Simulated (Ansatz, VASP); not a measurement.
Two plane-wave programs on CuO2

The input INCAR:

```
SYSTEM = CuO2
PREC = Accurate ; ENCUT = 520
EDIFF = 1E-6 ; ISMEAR = 0
SIGMA = 0.1 ; LREAL = .FALSE.
LASPH = .TRUE. ; NELM = 150
ALGO = Normal ; ISIF = 2
LWAVE = .FALSE. ; LCHARG = .TRUE.
ISPIN = 2 ; MAGMOM = 2.5 0 0
LORBIT = 11 ; LMAXMIX = 4
GGA = PE ; LELF = .TRUE.
LVHAR = .TRUE. ; NBANDS = 22
```

File KPOINTS:

```
Automatic mesh
0
G
  14 14 14
  0 0 0
```

File POSCAR:

```
CuO2
1.0
    0.0000000000      2.4240690854      2.4240690854
    2.4240690854      0.0000000000      2.4240690854
    2.4240690854      2.4240690854      0.0000000000
Cu O
1 2
Direct
    0.0000000000      0.0000000000      0.0000000000
    0.2500000000      0.2500000000      0.2500000000
    0.7500000000      0.7500000000      0.7500000000
```

Input for Ansatz:

```yaml
crystal:
  lattice:
    - [0.0, 2.4240690854, 2.4240690854]
    - [2.4240690854, 0.0, 2.4240690854]
    - [2.4240690854, 2.4240690854, 0.0]
  atoms:
    - { symbol: Cu, position: [0.0, 0.0, 0.0], spin: 2.5 }
    - { symbol: O, position: [0.25, 0.25, 0.25] }
    - { symbol: O, position: [0.75, 0.75, 0.75] }
basis:
  ecutwfc: 420
kpoints:
  mp_grid: { grid: [14, 14, 14] }
hamiltonian:
  xc: pbe
scf:
  occupations: { method: gaussian, width: 0.1 }
  lower_state_search: "off"
output:
  forces: true
  stress: true
  eigenvalues: true
  populations: true
magnetization:
  spin_polarized: true
```

Alike in both runs: task single point; functional PBE; k mesh 14 × 14 × 14; occupations gaussian, width 0.1 eV; collinear spin.

|  | VASP | Ansatz |
| --- | --- | --- |
| version | VASP 6.6.1 | Ansatz 0.2.0 |
| potentials or method | VASP PAW PBE potentials, release 64 (Cu, O), cutoff 520 eV | scalar-relativistic, plane waves, PAW |
| valence electrons in the cell | 23 | 31 |

|  | VASP | Ansatz | Ansatz less VASP |
| --- | --- | --- | --- |
| gap on the k mesh at the Fermi level (eV) | none | none | - |
| pressure (GPa) | 0.0 | 0.0 | -0.06 |
| net moment per atom (μB) | 0.67 | 0.67 | +0.001 |
| size of the moment on the site where the two differ most (μB) | 0.59 | 0.64 | +0.058 |

Site moments also hang on the region over which each program counts them. A gap of «none» marks a metal or a gap that the smearing closes. With one functional, cell and mesh, what is left measures potentials, basis and numerics. VASP's potentials hold 23 valence electrons a cell and Ansatz's 31, so a difference there can come from the potentials and not from the codes.
